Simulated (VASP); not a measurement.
SiO2, 6 atoms in the cell. The structure is tetragonal, space group I-4m2 (No. 119). Conventional cell: a = 4.990 Å, b = 4.990 Å, c = 7.245 Å, α = 90.00°, β = 90.00°, γ = 90.00°. Within 1.8 Å of Si (site symmetry -4m2) lie 4 O at 1.35 Å. Si (site symmetry -4m2) has 4 O at 1.77 Å within 2.4 Å. Within 1.8 Å of O (site symmetry m) lie 2 Si at 1.35 to 1.77 Å. 

| Item | Value |
| --- | --- |
| Program | VASP 6.6.1 |
| Task | single point |
| Functional | PBE |
| Potentials or basis | VASP PAW PBE potentials, release 64 (Si, O) |
| Cutoff | 520 eV |
| k mesh | 6 × 6 × 6 |
| Occupations | gaussian, width 0.1 eV |
| Spin | no spin polarisation |
| Dipole correction | no |
| Further INCAR settings | ALGO = Normal; EDIFF = 1e-07; NBANDS = 25 |

Potentials or basis: VASP PAW PBE potentials, release 64 (Si, O).

Command:

```bash
$ cat potpaw_PBE.64/Si/POTCAR potpaw_PBE.64/O/POTCAR > POTCAR
$ mpirun -np 1 vasp_std > vasp.out
```

Hardware: 1 thread of AMD EPYC 7R43 64-Core Processor (Zen 3), with other jobs on the host.

Question: Estimate the wall time of this run.

Answer: It took 2.5 min on 1 thread of AMD EPYC 7R43 64-Core Processor (Zen 3), with other jobs on the host, peak memory 0.2 GiB. Counts: scf iterations 16, k points 30.
